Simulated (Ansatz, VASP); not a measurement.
C: VASP beside Ansatz

```xyz
2
Lattice="2.4562 0.0000 0.0000 -1.2281 2.1271 0.0000 0.0000 0.0000 8.5238" Properties=species:S:1:pos:R:3 pbc="T T T"
C     0.0000    1.4181    0.0000
C     1.2281    0.7090    0.0000
```

Alike in both runs: task relaxation of cell and atoms; functional BLYP; dispersion D3(BJ); k mesh 13 × 13 × 4; occupations fermi-dirac, width 0.1 eV; no spin polarisation.

```csv
,VASP,Ansatz
version,VASP 6.6.1,Ansatz 0.2.0
potentials or method,"VASP PAW PBE potentials, release 64 (C), cutoff 600 eV","plane waves, PAW"
valence electrons in the cell,8,8
```

Ansatz gave:

- relaxed volume (Å³/atom): 9.10
- relaxed cell length with the largest relative difference (Å): 3.448

**Question.** Which values does VASP return?

**Answer.** Relaxed volume (Å³/atom): 22.55; relaxed cell length with the largest relative difference (Å): 8.521.

VASP's potentials were made for PBE, not for BLYP. One of these differences is far larger than is usual between the two programs; its cause wasn't traced.
